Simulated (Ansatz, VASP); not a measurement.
## Two plane-wave programs on Os

```
CELL_PARAMETERS angstrom
2.73410 0.00000 0.00000
-1.36705 2.36780 0.00000
0.00000 0.00000 4.31970
ATOMIC_POSITIONS crystal
Os 0.08857 0.48749 0.18055
Os 0.66667 0.33333 0.75000
```

Alike in both runs: task single point; functional PBEsol; k mesh 18 × 18 × 12; occupations gaussian, width 0.15 eV; no spin polarisation.

|  | VASP | Ansatz |
| --- | --- | --- |
| version | VASP 6.6.1 | Ansatz 0.2.0 |
| potentials or method | VASP PAW PBE potentials, release 64 (Os), cutoff 520 eV | scalar-relativistic, plane waves, PAW |
| valence electrons in the cell | 16 | 32 |

Ansatz gave:

- gap on the k mesh at the Fermi level (eV): none
- rms of the force components (eV/Å): 6.249

**Question.** What did VASP give for the same quantities?

**Answer.** gap on the k mesh at the Fermi level (eV): none; rms of the force components (eV/Å): 6.020.

VASP's potentials were made for PBE, not for PBEsol. Atom by atom the forces differ by 0.235 eV/Å (rms over components). A gap of «none» marks a metal or a gap that the smearing closes. VASP's potentials hold 16 valence electrons a cell and Ansatz's 32, so a difference there can come from the potentials and not from the codes.

Spin-orbit coupling is off throughout.
